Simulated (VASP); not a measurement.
Here is a VASP 6.6.1 calculation.

File INCAR:

```
PREC = Accurate
ENCUT = 520
EDIFF = 1E-6
ISMEAR = -1
SIGMA = 0.02
LREAL = Auto
LASPH = True
NELM = 150
ALGO = Normal
ISIF = 2
LWAVE = False
LCHARG = False
ISPIN = 2
MAGMOM = 0 0 0 0 0 0 0 0 0 0 0 0 0 0 0 0 0
LORBIT = 11
GGA = CA
NBANDS = 56
```

Contents of KPOINTS:

```
Automatic mesh
0
Gamma
  2 2 2
```

The input POSCAR:

```
GaSi16
1.0
    0.0000000000      5.4300000000      5.4300000000
    5.4300000000      0.0000000000      5.4300000000
    5.4300000000      5.4300000000      0.0000000000
Si Ga
16 1
Direct
    0.0159534991      0.0163726519     -0.0487908840
    0.1150565378      0.1144559853      0.1149143646
   -0.0029279006     -0.0028439227      0.4936363720
    0.1389934622      0.1391181400      0.5822008287
   -0.0168123389      0.5048944751      0.0059031308
    0.1148032228      0.6552207182      0.1142895948
   -0.0027499079      0.5117425414      0.4930561694
    0.1169906077      0.6245427256      0.6330944751
    0.5051303867     -0.0172499079      0.0062950276
    0.6550666667      0.1141738490      0.1150607735
    0.5114489871     -0.0029399632      0.4938009208
    0.6246056169      0.1164411602      0.6337315838
    0.5052915285      0.5048891344      0.0061149171
    0.6123804788      0.6120250460      0.1627377532
    0.4883820442      0.4878417127      0.5347698895
    0.6246705341      0.6244548803      0.6332734807
    0.2742909761      0.2740434622      1.1769716390
```

Potentials or basis: VASP PAW LDA potentials, release 64 (Si, Ga_d).

Launch:

```console
$ cat potpaw_LDA.64/Si/POTCAR potpaw_LDA.64/Ga_d/POTCAR > POTCAR
$ mpirun -np 1 vasp_std > vasp.out
```

Q: What does it give for the net moment?

A: 0.00 μB per cell.

Q: Estimate the pressure.

A: 2.1 GPa.

Stress tensor (GPa, compression positive):
```
 2.07 -0.44  0.44
-0.44  2.04  0.48
 0.44  0.48  2.05
```

Caveat: the k points lie up to 0.50 Å⁻¹ apart.
